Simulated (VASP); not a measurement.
The system is Cu.

```
Cu
1.0
     2.53410    0.00000    0.00000
    -1.26705    2.19459    0.00000
     0.00000    0.00000    4.11257
Cu
2
Cartesian
  0.0000 1.4631 1.0281
  1.2670 0.7315 3.0844
```

Program: VASP 6.6.1. Alike in all runs: no spin polarisation; cell as given. Hardware: 1 thread of Intel(R) Xeon(R) Platinum 8375C CPU @ 2.90GHz (Ice Lake) (shared host).

Task: Order these runs on this cell by their wall time, lowest first.
A. task electric field gradients; level PBEsol; potentials or basis VASP PAW PBE potentials, release 64 (Cu); k mesh 3 × 3 × 2; cutoff (eV) 520; smearing gaussian 0.1 eV
B. task single point; level r2SCAN; potentials or basis VASP PAW PBE potentials, release 64 (Cu); k mesh 3 × 3 × 2; cutoff (eV) 660; smearing gaussian 0.1 eV
C. task single point; level LDA; potentials or basis VASP PAW LDA potentials, release 64 (Cu); k mesh 3 × 3 × 1; cutoff (eV) 600; smearing fermi-dirac 0.036 eV

Result: C (3.9 s), A (8.6 s), B (51 s).

Caveats: all runs use coarse meshes.
